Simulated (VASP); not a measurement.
PrBe3Si:

```
CELL_PARAMETERS angstrom
3.41474 0.00000 0.00000
-1.70737 2.95725 0.00000
0.00000 0.00000 11.55917
ATOMIC_POSITIONS crystal
Pr 0.00000 0.00000 0.50000
Pr 0.00000 0.00000 0.00000
Be 0.66667 0.33333 0.58560
Be 0.00000 0.00000 0.75000
Be 0.66667 0.33333 0.91440
Be 0.00000 0.00000 0.25000
Be 0.33333 0.66667 0.41440
Be 0.33333 0.66667 0.08560
Si 0.66667 0.33333 0.75000
Si 0.33333 0.66667 0.25000
```

The cell was generated, and may not be a known phase.

| Item | Value |
| --- | --- |
| Program | VASP 6.6.1 |
| Task | relaxation of cell and atoms |
| Functional | PBE |
| Potentials or basis | VASP PAW PBE potentials, release 64 (Pr_3, Be, Si), 4f in core |
| Cutoff | 600 eV |
| k mesh | 5 × 5 × 2 |
| Occupations | gaussian, width 0.2 eV |
| Spin | no spin polarisation |

At the start: pressure 61.9 GPa; volume 11.67 Å³/atom.

Question: Where does the relaxation end?

Answer: Over 6 steps the energy falls by 1163.8 meV/atom and the volume is 20.65 Å³/atom (+76.9 %); space group P6_3/mmc (No. 194, to 0.1 Å) before and after.

Step by step:
```
step  energy change (eV)  largest force (eV/Å)  pressure (GPa)  volume (Å³)
   1              0.0000                0.8934           61.93       116.73
   2            -11.6059                0.2701           -0.95       210.23
   3            -11.6074                0.2694            0.24       204.70
   4            -11.6120                0.2692           -0.36       207.43
   5            -11.6367                0.1373            0.09       206.30
   6            -11.6378                0.0633            0.00       206.49
```

Final structure:
```yaml
crystal:
  lattice:
    - [4.26862, 0.00000, 0.00000]
    - [-2.13431, 3.69674, 0.00000]
    - [0.00000, 0.00000, 13.08575]
  atoms:
    - { symbol: Pr, position: [0.00000, 0.00000, 0.50000] }
    - { symbol: Pr, position: [0.00000, 0.00000, 0.00000] }
    - { symbol: Be, position: [0.66667, 0.33333, 0.59006] }
    - { symbol: Be, position: [0.00000, 0.00000, 0.75000] }
    - { symbol: Be, position: [0.66667, 0.33333, 0.90994] }
    - { symbol: Be, position: [0.00000, 0.00000, 0.25000] }
    - { symbol: Be, position: [0.33333, 0.66667, 0.40994] }
    - { symbol: Be, position: [0.33333, 0.66667, 0.09006] }
    - { symbol: Si, position: [0.66667, 0.33333, 0.75000] }
    - { symbol: Si, position: [0.33333, 0.66667, 0.25000] }
```

Caveat: the k points lie up to 0.34 Å⁻¹ apart in the final cell, too coarse for converged energies and pressures of a metal; the volume moved by over 15 % at a fixed basis, so the end points are rough; the relaxation stopped at a loose force limit of 0.08 eV/Å, so its end isn't a converged minimum.
